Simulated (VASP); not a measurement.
# ZrS (Fm-3m) in VASP: further runs

ZrS is run at these levels: LDA; tasks: single point.

Everything below comes from runs of VASP 6.6.1. Logs are shortened: lines on timing, memory, paths and dates and some standing lists are left out, and cuts for length are marked.

### Step 1. The cell of the first run

It takes space group Fm-3m (No. 225, cubic). The conventional cell has a = 5.425 Å, b = 5.425 Å, c = 5.425 Å, α = 90.00°, β = 90.00°, γ = 90.00°. Zr (site symmetry m-3m) has 6 S at 2.71 Å within 3.6 Å. Within 3.6 Å of S (site symmetry m-3m) lie 6 Zr at 2.71 Å.

### Step 2. Single point, LDA, collinear spin, ferromagnetic start

INCAR

```
PREC = Accurate
ENCUT = 520
EDIFF = 1E-7
ISMEAR = 0
SIGMA = 0.15
LREAL = False
LASPH = True
NELM = 150
ALGO = Normal
ISIF = 2
LWAVE = False
LCHARG = False
ISPIN = 2
MAGMOM = 0.4 0
LORBIT = 11
NUPDOWN = 0.4
LMAXMIX = 4
GGA = CA
NBANDS = 20
```

KPOINTS

```
regular mesh
0
Gamma
  16 16 16
```

POSCAR

```
ZrS
1.0
    0.0000000000      2.7127426924      2.7127426924
    2.7127426924      0.0000000000      2.7127426924
    2.7127426924      2.7127426924      0.0000000000
Zr S
1 1
Direct
    0.0000000000      0.0000000000      0.0000000000
    0.5000000000      0.5000000000      0.5000000000
```

Potentials or basis: VASP PAW LDA potentials, release 64 (Zr_sv, S).

The run is started by

```bash
$ cat potpaw_LDA.64/Zr_sv/POTCAR potpaw_LDA.64/S/POTCAR > POTCAR
$ mpirun -np 1 vasp_std > vasp.out
```

OUTCAR:

```text
PREC = Accurate
   ENCUT = 520
   EDIFF = 1E-7
   ISMEAR = 0
   LREAL = False
   LASPH = True
   NELM = 150
   ISIF = 2
   ISPIN = 2
   LORBIT = 11
   NUPDOWN = 0.4
   GGA = CA

 ion  position               nearest neighbor table
   1  0.000  0.000  0.000-   2 2.71   2 2.71   2 2.71   2 2.71   2 2.71   2 2.71
   2  0.500  0.500  0.500-   1 2.71   1 2.71   1 2.71   1 2.71   1 2.71   1 2.71

  LATTYP: Found a face centered cubic cell.
 ALAT       =     5.4254853848

  Lattice vectors:

 A1 = (   0.0000000000,   2.7127426924,   2.7127426924)
 A2 = (   2.7127426924,   0.0000000000,   2.7127426924)
 A3 = (   2.7127426924,   2.7127426924,   0.0000000000)

Analysis of symmetry for initial positions (statically):
=====================================================================
 Subroutine PRICEL returns:
 Original cell was already a primitive cell.

 Routine SETGRP: Setting up the symmetry group for a
 face centered cubic supercell.

 Subroutine GETGRP returns: Found 48 space group operations
 (whereof 48 operations were pure point group operations)
 out of a pool of 48 trial point group operations.

The static configuration has the point symmetry O_h .

Analysis of symmetry for dynamics (positions and initial velocities):
=====================================================================
 Subroutine PRICEL returns:
 Original cell was already a primitive cell.

 Routine SETGRP: Setting up the symmetry group for a
 face centered cubic supercell.

 Subroutine GETGRP returns: Found 48 space group operations
 (whereof 48 operations were pure point group operations)
 out of a pool of 48 trial point group operations.

The dynamic configuration has the point symmetry O_h .

Analysis of structural, dynamic, and magnetic symmetry:
=====================================================================
 Subroutine PRICEL returns:
 Original cell was already a primitive cell.

 Routine SETGRP: Setting up the symmetry group for a
 face centered cubic supercell.

 Subroutine GETGRP returns: Found 48 space group operations
 (whereof 48 operations were pure point group operations)
 out of a pool of 48 trial point group operations.

The overall configuration has the point symmetry O_h .

 Subroutine INISYM returns: Found 48 space group operations
 (whereof 48 operations are pure point group operations),
 and found     1 'primitive' translations

----------------------------------------------------------------------------------------

                                     Primitive cell

  volume of cell :      39.9260

  direct lattice vectors                    reciprocal lattice vectors
     0.000000000  2.712742692  2.712742692    -0.184315306  0.184315306  0.184315306
     2.712742692  0.000000000  2.712742692     0.184315306 -0.184315306  0.184315306
     2.712742692  2.712742692  0.000000000     0.184315306  0.184315306 -0.184315306

  length of vectors
     3.836397507  3.836397507  3.836397507     0.319243475  0.319243475  0.319243475

  position of ions in fractional coordinates (direct lattice)
     0.000000000  0.000000000  0.000000000
     0.500000000  0.500000000  0.500000000

  ion indices of the primitive-cell ions
   primitive index   ion index
                 1           1
                 2           2

----------------------------------------------------------------------------------------

 KPOINTS: regular mesh

Automatic generation of k-mesh.
 Grid dimensions read from file:
 generate k-points for:   16   16   16

 Generating k-lattice:

  Cartesian coordinates                     Fractional coordinates (reciprocal lattice)
    -0.011519707  0.011519707  0.011519707     0.062500000  0.000000000  0.000000000
     0.011519707 -0.011519707  0.011519707     0.000000000  0.062500000  0.000000000
     0.011519707  0.011519707 -0.011519707     0.000000000  0.000000000  0.062500000

  Length of vectors
     0.019952717  0.019952717  0.019952717

  Shift w.r.t. Gamma in fractional coordinates (k-lattice)
     0.000000000  0.000000000  0.000000000

 Subroutine IBZKPT returns following result:
 ===========================================

 Found    145 irreducible k-points:

 Following reciprocal coordinates:
            Coordinates               Weight
  0.000000  0.000000  0.000000      1.000000
  0.062500  0.000000  0.000000      8.000000
  0.125000  0.000000  0.000000      8.000000
  0.187500  0.000000  0.000000      8.000000
  0.250000  0.000000  0.000000      8.000000
  0.312500  0.000000  0.000000      8.000000
[... 16 lines left out ...]
 -0.125000  0.062500  0.000000     24.000000
 -0.062500  0.062500  0.000000     12.000000
 [... further k-points ...]
   k-points           NKPTS =    145   k-points in BZ     NKDIM =    145   number of bands    NBANDS=     20
   number of dos      NEDOS =    301   number of ions     NIONS =      2
   total plane-waves  NPLWV =  27000
   dimension x,y,z NGX =    30 NGY =   30 NGZ =   30
   dimension x,y,z NGXF=    60 NGYF=   60 NGZF=   60
   ions per type =               1   1
   NGX,Y,Z   is equivalent  to a cutoff of  13.00, 13.00, 13.00 a.u.
   NGXF,Y,Z  is equivalent  to a cutoff of  26.00, 26.00, 26.00 a.u.
 SYSTEM =  unknown system
   PREC   = accura    normal or accurate (medium, high low for compatibility)
   ISTART =      0    job   : 0-new  1-cont  2-samecut
   ICHARG =      2    charge: 1-file 2-atom 10-const
   ISPIN  =      2    spin polarized calculation?
   LNONCOLLINEAR =      F non collinear calculations
   LSORBIT =      F    spin-orbit coupling
   LASPH  =      T    aspherical Exc in radial PAW
   ENCUT  =  520.0 eV  38.22 Ry    6.18 a.u.   7.13  7.13  7.13*2*pi/ulx,y,z
   NELM   =    150;   NELMIN=  2; NELMDL= -5     # of ELM steps
   EDIFF  = 0.1E-06   stopping-criterion for ELM
   LREAL  =      F    real-space projection
   EDIFFG = 0.1E-05   stopping-criterion for IOM
   NSW    =      0    number of steps for IOM
   IBRION =     -1    ionic relax: 0-MD 1-quasi-New 2-CG
   NFREE  =      0    steps in history (QN), initial steepest desc. (CG)
   ISIF   =      2    stress and relaxation
   ISYM   =      2    0-nonsym 1-usesym 2-fastsym
   POTIM  = 0.5000    time-step for ionic-motion
   TEBEG  =    0.0;   TEEND  =   0.0 temperature during run
   PSTRESS=    0.0 pullay stress
   NELECT =      18.0000    total number of electrons
   NUPDOWN=       0.4000    fix difference up-down
   EMIN   =  10.00;   EMAX   =-10.00  energy-range for DOS
   EFERMI =   0.00;   METHOD = LEGACY
   ISMEAR =     0;   SIGMA  =   0.15  broadening in eV -4-tet -1-fermi 0-gaus
   EFERMI_NEDOS =   21; number of points for ismear=-14 and -15
   IALGO  =     38    algorithm
   IMIX   =      4    mixing-type and parameters
     AMIX     =   0.40;   BMIX     =  1.00
     AMIX_MAG =   1.60;   BMIX_MAG =  1.00
  volume/ion in A,a.u.               =      19.96       134.72
  Fermi-wavevector in a.u.,A,eV,Ry     =   1.255299  2.372171 21.439717  1.575775
  Thomas-Fermi vector in A             =   2.389062
   LORBIT       =     11    0 simple, 1 ext, 2 COOP (PROOUT), +10 PAW based schemes
   GGA     = CA    functional components
   LHFCALC =     F    Hartree Fock is set to
   AEXX    =    0.0000 exact exchange contribution
   IVDW    =     0    specifies the selected vdW correction
   LEPSILON=     F    determine dielectric tensor
   LRPA    =     F    only Hartree local field effects (RPA)
 spin polarized calculation
 Gauss-broadening in eV      SIGMA  =   0.15
  energy-cutoff  :      520.00
  volume of cell :       39.93
 maximum number of plane-waves:      1090
 NGX is ok and might be reduce to    30
   NGX = 15   NGY = 15   NGZ = 15

 number of electron      18.0000001 magnetization       0.4000000

 Free energy of the ion-electron system (eV)
  ---------------------------------------------------
  ext. energy  EPLUGINS =         0.00000000
  ---------------------------------------------------
  free energy    TOTEN  =       -16.74648979 eV

  energy without entropy =      -16.72795392  energy(sigma->0) =      -16.73722185

 E-fermi :   9.1301     XC(G=0): -11.0737

 val. band max:        9.4829689390   @ k =   0.2500   0.1250   0.0000
 cond. band min:       9.1509971533   @ k =  -0.2500   0.3125   0.1250
 fundamental gap:     -0.3319717856
 Fermi energy:         9.4890424847

 spin component 1

 k-point     1 :       0.0000    0.0000    0.0000
  band No.  band energies     occupation
      1     -40.6250      1.00000
      2     -18.7395      1.00000
      3     -18.7395      1.00000
      4     -18.7395      1.00000
      5      -5.9765      1.00000
      6       5.8726      1.00000
[... 12 lines left out ...]
     19      24.2015      0.00000
     20      24.2015      0.00000

 k-point     2 :       0.0625    0.0000    0.0000
  band No.  band energies     occupation
      1     -40.6244      1.00000
      2     -18.7485      1.00000
      3     -18.7403      1.00000
      4     -18.7403      1.00000
      5      -5.9363      1.00000
      6       5.5850      1.00000
[... 498 lines left out ...]
 k-point    24 :      -0.0625    0.0625    0.0000
  band No.  band energies     occupation
      1     -40.6234      1.00000
      2     -18.7611      1.00000
      3     -18.7452      1.00000
      4     -18.7401      1.00000
      5      -5.8713      1.00000
      6       5.1427      1.00000
[... 12 lines left out ...]
     19      22.3918      0.00000
     20      23.5961      0.00000

 [... further k-points ...]

 spin component 2

 k-point     1 :       0.0000    0.0000    0.0000
  band No.  band energies     occupation
      1     -40.4867      1.00000
      2     -18.5834      1.00000
      3     -18.5834      1.00000
      4     -18.5834      1.00000
      5      -5.9148      1.00000
      6       5.9295      1.00000
[... 12 lines left out ...]
     19      24.3576      0.00000
     20      24.3576      0.00000

 k-point     2 :       0.0625    0.0000    0.0000
  band No.  band energies     occupation
      1     -40.4861      1.00000
      2     -18.5924      1.00000
      3     -18.5842      1.00000
      4     -18.5842      1.00000
      5      -5.8748      1.00000
      6       5.6495      1.00000
[... 498 lines left out ...]
 k-point    24 :      -0.0625    0.0625    0.0000
  band No.  band energies     occupation
      1     -40.4851      1.00000
      2     -18.6050      1.00000
      3     -18.5890      1.00000
      4     -18.5840      1.00000
      5      -5.8102      1.00000
      6       5.2147      1.00000
[... 12 lines left out ...]
     19      22.5197      0.00000
     20      23.7188      0.00000

 [... further k-points ...]
[... 5 lines left out ...]
  --------------------------------------------------------------------------------------
  -------------------------------------------------------------------------------------
  Total       -4.3288119     -4.3288119     -4.3288119      0.0000000     -0.0000000      0.0000000
  in kB     -173.7094698   -173.7094698   -173.7094698      0.0000000     -0.0000000      0.0000000
  external PRESSURE =    -173.7094698 kB  Pullay stress =       0.0000000 kB

 VOLUME and BASIS-vectors are now :
 -----------------------------------------------------------------------------
  energy-cutoff  :      520.00
  volume of cell :       39.93
      direct lattice vectors                 reciprocal lattice vectors
     0.000000000  2.712742692  2.712742692    -0.184315306  0.184315306  0.184315306
     2.712742692  0.000000000  2.712742692     0.184315306 -0.184315306  0.184315306
     2.712742692  2.712742692  0.000000000     0.184315306  0.184315306 -0.184315306

 POSITION                                       TOTAL-FORCE (eV/Angst)
 -----------------------------------------------------------------------------------
      0.00000      0.00000      0.00000         0.000000      0.000000     -0.000000
      2.71274      2.71274      2.71274        -0.000000     -0.000000      0.000000
 -----------------------------------------------------------------------------------
    total drift:                               -0.000000      0.000000      0.000000

  FREE ENERGIE OF THE ION-ELECTRON SYSTEM (eV)
  ---------------------------------------------------
  free  energy   TOTEN  =       -16.7464897853 eV

  energy  without entropy=      -16.7279539174  energy(sigma->0) =      -16.73722185

 total charge

# of ion       s       p       d       tot
------------------------------------------
    1        2.115   5.947   1.657   9.719
    2        1.307   2.399   0.000   3.706
--------------------------------------------------
tot          3.422   8.346   1.657  13.425

 magnetization (x)

# of ion       s       p       d       tot
------------------------------------------
    1        0.004   0.002   0.236   0.242
    2        0.002   0.009   0.000   0.011
--------------------------------------------------
tot          0.005   0.011   0.236   0.252
```

Wall time 2.5 min (1 thread of AMD EPYC 9R45 (Zen 5), shared host); peak memory 0.25 GiB.

What came out:

| Property | Result |
| --- | --- |
| Free energy | -16.7465 eV |
| Pressure | -17.4 GPa |
| Net moment | 0.40 μB per cell |
| Site moments | Zr +0.24; S +0.01 μB |
| Valence electrons inside the program's atomic spheres | Zr 9.72; S 3.71 |

Caveat: the total moment is fixed, so each spin has its own Fermi level.

(Part 1 of 2 ends here.)
